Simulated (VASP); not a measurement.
Set up this calculation in VASP 6.6.1, as the native input.

* Task: single point
* Functional: PBE
* Potentials or basis: VASP PAW PBE potentials, release 64 (Sr_sv, Cl)
* Cutoff: 520 eV
* k mesh: 6 × 6 × 6
* Occupations: gaussian, width 0.05 eV
* Spin: no spin polarisation
* Dipole correction: no
* Further INCAR settings: ALGO = Normal; EDIFF = 1e-06; NBANDS = 19

The structure of SrCl2 lies in POSCAR:

```
SrCl2
1.0
    0.0000000000      3.4251603277      3.5368205543
    3.4251603277      0.0000000000      3.5368205543
    3.4251603277      3.4251603277      0.0000000000
Sr Cl
1 2
Direct
    0.0000000000      0.0000000000      0.0000000000
    0.2500000000      0.2500000000      0.2500000000
    0.7500000000      0.7500000000      0.7500000000
```

This cell differs from its parent crystal: volume 27.662 Å^3 an atom, c/a of the conventional cell 1.0326.

One way to write it, as run:

INCAR

```
SYSTEM = SrCl2
PREC = Accurate
ENCUT = 520
EDIFF = 1E-6
ISMEAR = 0
SIGMA = 0.05
LREAL = .False.
LASPH = .True.
NELM = 100
ALGO = Normal
ISIF = 2
LWAVE = .False.
LCHARG = .False.
GGA = PE
NBANDS = 19
```

KPOINTS

```
regular mesh
0
Gamma
  6 6 6
  0 0 0
```

Potentials or basis: VASP PAW PBE potentials, release 64 (Sr_sv, Cl).

Launch:

```bash
$ cat potpaw_PBE.64/Sr_sv/POTCAR potpaw_PBE.64/Cl/POTCAR > POTCAR
$ mpirun -np 1 vasp_std > vasp.out
```

Results of the run:

- Pressure: 2.0 GPa
- Band gap on the k mesh: 5.31 eV, indirect (least direct gap 5.41 eV)

It took 82 s on 1 thread of Intel Xeon 8259CL, with other jobs on the host, peak memory 0.25 GiB.
